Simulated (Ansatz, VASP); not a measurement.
One calculation of HfC, two programs

Contents of INCAR:

```
SYSTEM = HfC
ALGO = Normal
EDIFF = 1E-6
ENCUT = 520
GGA_COMPAT = .False.
ISIF = 2
ISMEAR = -1
LASPH = .True.
LCHARG = .False.
LMAXMIX = 4
LNONCOLLINEAR = .True.
LORBIT = 11
LORBMOM = .True.
LREAL = .False.
LSORBIT = .True.
LWAVE = .False.
MAGMOM = 0 0 0 0 0 0
NBANDS = 26
NELM = 150
PREC = Accurate
SIGMA = 0.05
```

Contents of KPOINTS:

```
k-points
0
Gamma
  9 9 9
  0 0 0
```

Contents of POSCAR:

```
HfC
1.0
   -1.3966732300      2.4971805100      1.8473367300
    1.3966732300     -2.4971805100      1.8473367300
    1.3966732300      2.4971805100     -1.8473367300
Hf C
1 1
Direct
    0.9847118300      0.9847118300      0.0000000000
    0.6794548300      0.1794548300      0.5000000000
```

Contents of input.yaml:

```yaml
crystal:
  lattice:
    - [-1.39667323, 2.49718051, 1.84733673]
    - [1.39667323, -2.49718051, 1.84733673]
    - [1.39667323, 2.49718051, -1.84733673]
  atoms:
    - { symbol: Hf, position: [0.98471183, 0.98471183, 0.0] }
    - { symbol: C, position: [0.67945483, 0.17945483, 0.5] }
hamiltonian:
  xc: lda
  pseudopotentials: { kind: paw_fr }
magnetization:
  noncollinear: true
  spin_orbit: true
kpoints:
  mp_grid: { grid: [9, 9, 9] }
  band_path:
    path:
      - [[0.0, 0.0, 0.0], [0.3282041416, -0.3282041416, -0.3282041416], [0.2150186852, -0.4413895981, -0.2150186852], [0.0, -0.5, 0.0], [-0.25, -0.25, -0.25], [0.0, 0.0, -0.5], [-0.3282041416, 0.3282041416, -0.6717958584], [-0.5, 0.5, -0.5], [0.0, 0.0, 0.0], [-0.3868145435, -0.3868145435, 0.3868145435], [-0.5, 0.0, 0.0], [-0.25, -0.25, -0.25]]
      - [[-0.2150186852, -0.5586104019, 0.2150186852], [-0.3868145435, -0.3868145435, 0.3868145435]]
      - [[-0.6131854565, 0.3868145435, -0.3868145435], [-0.5, 0.5, -0.5]]
    npoints: 14
scf:
  occupations: { method: fermi_dirac, width: 0.05 }
  n_extra_bands: 6
output:
  forces: true
  stress: true
  eigenvalues: true
  fatbands: false
```

Alike in both runs: functional LDA; k mesh 9 × 9 × 9; occupations fermi-dirac, width 0.05 eV; non-collinear spin, spin-orbit coupling.

|  | VASP | Ansatz |
| --- | --- | --- |
| version | VASP 6.6.1 | Ansatz 0.2.0 |
| potentials or method | VASP PAW LDA potentials, release 64 (Hf_pv, C) | Ansatz PAW |
| plane-wave cutoff (eV) | 520 | 420 |
| valence electrons in the cell | 14 | 30 |
| task | single point | band structure |

```csv
,VASP,Ansatz,Ansatz less VASP
rms of the force components (eV/Å),6.450,6.288,-0.1623
net moment per atom (μB),0.00,0.00,0.000
```

LDA's correlation is that of Perdew and Zunger in VASP and of Perdew and Wang (1992) in Ansatz. Atom by atom the forces differ by 0.162 eV/Å (rms over components). VASP's potentials hold 14 valence electrons a cell and Ansatz's 30, so a difference there can come from the potentials and not from the codes.

Noted on Ansatz's run: the k mesh misses the band edges, so the gap on the mesh is wider than the one along the path.
